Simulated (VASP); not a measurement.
# GaO (P6_3/mmc) in VASP: notebook, part 2 of 2

VASP 6.6.1. The steps go on from the part before.

### Step 5. Relaxation of cell and atoms, PBE

INCAR reads:

```
PREC     = Accurate       # precision mode
ENCUT    = 600            # plane-wave cutoff, eV
EDIFF    = 1E-6           # SCF threshold, eV
ISMEAR   = 0              # smearing method
SIGMA    = 0.1            # smearing width, eV
LREAL    = False          # projectors in reciprocal space
LASPH    = True           # aspherical terms in the spheres
NELM     = 80             # most SCF steps
ALGO     = Normal         # electronic algorithm
ISIF     = 3              # what is computed and relaxed
LWAVE    = False          # write WAVECAR
LCHARG   = False          # write CHGCAR
GGA      = PE             # functional
IBRION   = 2              # ionic algorithm
NSW      = 90             # ionic steps
EDIFFG   = -0.04          # ionic threshold
```

KPOINTS reads:

```
regular mesh
0
Gamma
  6 6 2
```

POSCAR reads:

```
GaO
1.0
    2.8810889900      0.0000000000      0.0000000000
   -1.4405445000      2.4950962600      0.0000000000
    0.0000000000      0.0000000000      7.6526044600
Ga O
2 2
Direct
    0.3333333300      0.6666666700      0.2500000000
    0.6666666700      0.3333333300      0.7500000000
    0.3333333300      0.6666666700      0.7500000000
    0.6666666700      0.3333333300      0.2500000000
```

Potentials or basis: VASP PAW PBE potentials, release 64 (Ga_d, O).

Started as:

```bash
> cat potpaw_PBE.64/Ga_d/POTCAR potpaw_PBE.64/O/POTCAR > POTCAR
> mpirun -np 1 vasp_std > vasp.out
```

OUTCAR:

```text
PREC = Accurate
   ENCUT = 600
   EDIFF = 1E-6
   ISMEAR = 0
   LREAL = False
   LASPH = True
   NELM = 80
   ISIF = 3
   GGA = PE
   IBRION = 2
   NSW = 90
   EDIFFG = -0.04

 ion  position               nearest neighbor table
   1  0.333  0.667  0.250-   4 1.66   4 1.66   4 1.66
   2  0.667  0.333  0.750-   3 1.66   3 1.66   3 1.66
   3  0.333  0.667  0.750-   2 1.66   2 1.66   2 1.66
   4  0.667  0.333  0.250-   1 1.66   1 1.66   1 1.66

  LATTYP: Found a hexagonal cell.
 ALAT       =     2.8810889900
 C/A-ratio  =     2.6561499789

  Lattice vectors:

 A1 = (   2.8810889900,   0.0000000000,   0.0000000000)
 A2 = (  -1.4405445000,   2.4950962600,   0.0000000000)
 A3 = (   0.0000000000,   0.0000000000,   7.6526044600)

Analysis of symmetry for initial positions (statically):
=====================================================================
 Subroutine PRICEL returns:
 Original cell was already a primitive cell.

 Routine SETGRP: Setting up the symmetry group for a
 hexagonal supercell.

 Subroutine GETGRP returns: Found 24 space group operations
 (whereof 12 operations were pure point group operations)
 out of a pool of 24 trial point group operations.

The static configuration has the point symmetry D_3d.
[... 140 lines left out ...]
 non-spin polarized calculation
 Gauss-broadening in eV      SIGMA  =   0.10
  energy-cutoff  :      600.00
  volume of cell :       55.01
 maximum number of plane-waves:      1852
 NGX is ok and might be reduce to    24
   NGX = 11   NGY = 11   NGZ = 31

--------------------------------------- Ionic step        1  -------------------------------------------

 number of electron      38.0000005 magnetization

 Free energy of the ion-electron system (eV)
  ---------------------------------------------------
  ext. energy  EPLUGINS =         0.00000000
  ---------------------------------------------------
  free energy    TOTEN  =       -14.09362595 eV

  energy without entropy =      -14.08357151  energy(sigma->0) =      -14.08859873

 E-fermi :   7.0849     XC(G=0): -10.4164

 val. band max:        7.0278607998   @ k =   0.1667   0.0000   0.0000
 cond. band min:       7.1317178749   @ k =   0.1667   0.1667   0.0000
 fundamental gap:      0.1038570751
 Fermi energy:         7.0848978929
[... 840 lines left out ...]
  FREE ENERGIE OF THE ION-ELECTRON SYSTEM (eV)
  ---------------------------------------------------
  free  energy   TOTEN  =       -19.3504939798 eV

  energy  without entropy=      -19.3432504307  energy(sigma->0) =      -19.34687221

[... ionic steps 4 to 11 ...]

--------------------------------------- Ionic step       12  -------------------------------------------

 number of electron      37.9999963 magnetization

------------------------ aborting loop because EDIFF is reached ----------------------------------------
[... 71 lines left out ...]
--------------------------------------- Ionic step       14  -------------------------------------------

 number of electron      37.9999970 magnetization

 Free energy of the ion-electron system (eV)
  ---------------------------------------------------
  ext. energy  EPLUGINS =         0.00000000
  ---------------------------------------------------
  free energy    TOTEN  =       -19.40946811 eV

  energy without entropy =      -19.40115944  energy(sigma->0) =      -19.40531378

 E-fermi :   4.3002     XC(G=0):  -9.5711

 val. band max:        4.2719159434   @ k =   0.5000   0.0000   0.5000
 cond. band min:       4.3980811668   @ k =   0.3333   0.1667   0.0000
 fundamental gap:      0.1261652234
 Fermi energy:         4.3002061424
[... 393 lines left out ...]
  FREE ENERGIE OF THE ION-ELECTRON SYSTEM (eV)
  ---------------------------------------------------
  free  energy   TOTEN  =       -19.4094681058 eV

  energy  without entropy=      -19.4011594443  energy(sigma->0) =      -19.40531378

 reached required accuracy - stopping structural energy minimisation
```

Run time: 4.2 min. Hardware: 1 thread of Intel Xeon Platinum 8488C (Sapphire Rapids), shared host; peak memory 0.2 GiB.

What came out:

```
Free energy                            : -19.4095 eV
Relaxed volume                         : 16.88 Å³/atom
Relaxed cell                           : a = 3.434 Å, b = 3.434 Å, c = 6.611 Å, α = 90.00°, β = 90.00°, γ = 120.00°
Space group after relaxing (to 0.05 Å) : P6_3/mmc (No. 194)
Energy gained by relaxing              : 1329.0 meV/atom
Ionic steps                            : 14
Pressure after relaxing                : 0.0 GPa
Band gap on the k mesh                 : zero (band 19 reaches 5.90 eV, above the bottom of band 20 at 1.12 eV)
```

Step by step:
| step | energy change (eV) | largest force (eV/Å) | pressure (GPa) | volume (Å³) |
| --- | --- | --- | --- | --- |
| 1 | 0.0000 | 0.0000 | 72.36 | 55.01 |
| 2 | -1.1018 | 0.0000 | -19.13 | 115.92 |
| 3 | -5.2569 | 0.0000 | -2.70 | 80.01 |
| 4 | -5.2776 | 0.0000 | -1.31 | 78.73 |
| 5 | -5.2820 | 0.0000 | -0.19 | 77.78 |
| 6 | -5.2832 | 0.0000 | -0.21 | 77.51 |
| 7 | -5.2867 | 0.0000 | -0.18 | 76.69 |
| 8 | -5.2934 | 0.0000 | -0.15 | 75.06 |
| 9 | -5.3059 | 0.0000 | -0.11 | 71.78 |
| 10 | -5.3110 | 0.0000 | 1.01 | 65.19 |
| 11 | -5.3148 | 0.0000 | 0.20 | 68.32 |
| 12 | -5.3153 | 0.0000 | 0.43 | 67.42 |
| 13 | -5.3094 | 0.0000 | -1.45 | 67.85 |
| 14 | -5.3158 | 0.0000 | 0.00 | 67.52 |

Final structure:
```
CELL_PARAMETERS angstrom
3.43407 0.00000 0.00000
-1.71704 2.97399 0.00000
0.00000 0.00000 6.61127
ATOMIC_POSITIONS crystal
Ga 0.33333 0.66667 0.25000
Ga 0.66667 0.33333 0.75000
O 0.33333 0.66667 0.75000
O 0.66667 0.33333 0.25000
```

Caveat: the k points lie up to 0.48 Å⁻¹ apart in the final cell; the volume moved by over 15 % at a fixed basis, so the end points are rough.

### Step 6. Single point, PBE, collinear spin, ferromagnetic start

INCAR reads:

```
ALGO     = Normal         # electronic algorithm
EDIFF    = 1E-6           # SCF threshold, eV
ENCUT    = 520            # plane-wave cutoff, eV
GGA      = PE             # functional
ISIF     = 2              # what is computed and relaxed
ISMEAR   = 0              # smearing method
ISPIN    = 2              # spin polarisation
LASPH    = T              # aspherical terms in the spheres
LCHARG   = F              # write CHGCAR
LORBIT   = 11             # projections on sites
LREAL    = F              # projectors in reciprocal space
LWAVE    = F              # write WAVECAR
MAGMOM   = 0 0 1 1        # initial moments
NBANDS   = 31             # bands
NELM     = 150            # most SCF steps
PREC     = Accurate       # precision mode
SIGMA    = 0.1            # smearing width, eV
```

KPOINTS reads:

```
k-points
0
Gamma
  6 6 2
```

POSCAR is that of step 5.

Potentials or basis: VASP PAW PBE potentials, release 64 (Ga_d, O).

Started as:

```bash
> cat potpaw_PBE.64/Ga_d/POTCAR potpaw_PBE.64/O/POTCAR > POTCAR
> mpirun -np 1 vasp_std > vasp.out
```

OUTCAR:

```text
EDIFF = 1E-6
   ENCUT = 520
   GGA = PE
   ISIF = 2
   ISMEAR = 0
   ISPIN = 2
   LASPH = T
   LORBIT = 11
   LREAL = F
   NELM = 150
   PREC = Accurate

 ion  position               nearest neighbor table
   1  0.333  0.667  0.250-   4 1.66   4 1.66   4 1.66
   2  0.667  0.333  0.750-   3 1.66   3 1.66   3 1.66
   3  0.333  0.667  0.750-   2 1.66   2 1.66   2 1.66
   4  0.667  0.333  0.250-   1 1.66   1 1.66   1 1.66

  LATTYP: Found a hexagonal cell.
[... 1170 lines left out ...]
  energy-cutoff  :      520.00
  volume of cell :       55.01
      direct lattice vectors                 reciprocal lattice vectors
     2.881088990  0.000000000  0.000000000     0.347090980  0.200393071  0.000000000
    -1.440544500  2.495096260  0.000000000     0.000000000  0.400786140  0.000000000
     0.000000000  0.000000000  7.652604460     0.000000000  0.000000000  0.130674466

 POSITION                                       TOTAL-FORCE (eV/Angst)
 -----------------------------------------------------------------------------------
     -0.00000      1.66340      1.91315        -0.000000      0.000000      0.000000
      1.44054      0.83170      5.73945         0.000000      0.000000      0.000000
     -0.00000      1.66340      5.73945         0.000000     -0.000000      0.000000
      1.44054      0.83170      1.91315        -0.000000      0.000000      0.000000
 -----------------------------------------------------------------------------------
    total drift:                               -0.000001      0.000000      0.000000

  FREE ENERGIE OF THE ION-ELECTRON SYSTEM (eV)
  ---------------------------------------------------
  free  energy   TOTEN  =       -14.0849959415 eV

  energy  without entropy=      -14.0779765507  energy(sigma->0) =      -14.08148625

 total charge

# of ion       s       p       d       tot
------------------------------------------
    1        0.881   1.093  10.437  12.411
    2        0.881   1.093  10.437  12.411
    3        1.619   3.703   0.000   5.322
    4        1.619   3.703   0.000   5.322
--------------------------------------------------
tot          5.000   9.592  20.875  35.467

 magnetization (x)

# of ion       s       p       d       tot
------------------------------------------
    1       -0.002   0.010  -0.000   0.007
    2       -0.002   0.010  -0.000   0.007
    3       -0.001   0.027   0.000   0.026
    4       -0.001   0.027   0.000   0.026
--------------------------------------------------
tot         -0.005   0.073  -0.001   0.067
```

stdout:

```text
POSCAR found type information on POSCAR GaO
 POSCAR found :  2 types and       4 ions
 scaLAPACK will be used
 LDA part: xc-table for (Slater+PW92), standard interpolation
 POSCAR, INCAR and KPOINTS ok, starting setup
 FFT: planning ... GRIDC
 FFT: planning ... GRID_SOFT
 FFT: planning ... GRID
 WAVECAR not read
 entering main loop
```

Run time: 35 s. Hardware: 1 thread of Intel Xeon Platinum 8488C (Sapphire Rapids), shared host; peak memory 0.21 GiB.

Results:

- Free energy: -14.0850 eV
- Pressure: 72.5 GPa
- Net moment: 0.17 μB per cell
- Site moments: Ga +0.01; O +0.03 μB
- Valence electrons inside the program's atomic spheres: Ga 12.41; O 5.32

Caveat: the k points lie up to 0.42 Å⁻¹ apart.

### Step 7. The runs side by side

```csv
task,spin,cell,k mesh,cutoff (eV),gap on the mesh (eV),pressure (GPa)
single point,off,"a = 2.881, b = 2.881, c = 7.653 Å, angles 90.0, 90.0, 120.0°, 4 atoms",6 × 6 × 2,520,none,72.6
single point,off,"a = 3.433, b = 3.433, c = 6.781 Å, angles 90.0, 90.0, 120.0°, 4 atoms",6 × 6 × 2,520,none,0.2
single point,off,"a = 3.433, b = 3.433, c = 6.781 Å, angles 90.0, 90.0, 120.0°, 4 atoms",6 × 6 × 4,520,none,0.7
relaxation of cell and atoms,off,"relaxed from a = 2.881, b = 2.881, c = 7.653 Å, angles 90.0, 90.0, 120.0°, 4 atoms",6 × 6 × 2,600,none,0.0
single point,"collinear, ferromagnetic start","a = 2.881, b = 2.881, c = 7.653 Å, angles 90.0, 90.0, 120.0°, 4 atoms",6 × 6 × 2,520,none,72.5
```

Alike in all rows: level PBE; potentials or basis VASP PAW PBE potentials, release 64 (Ga_d, O); smearing gaussian 0.1 eV.

Caveats: some runs use coarse meshes; the volume moved by over 15 % at a fixed basis, so the end points are rough (some runs).

Absolute energies hang on the potentials; compare differences alone.
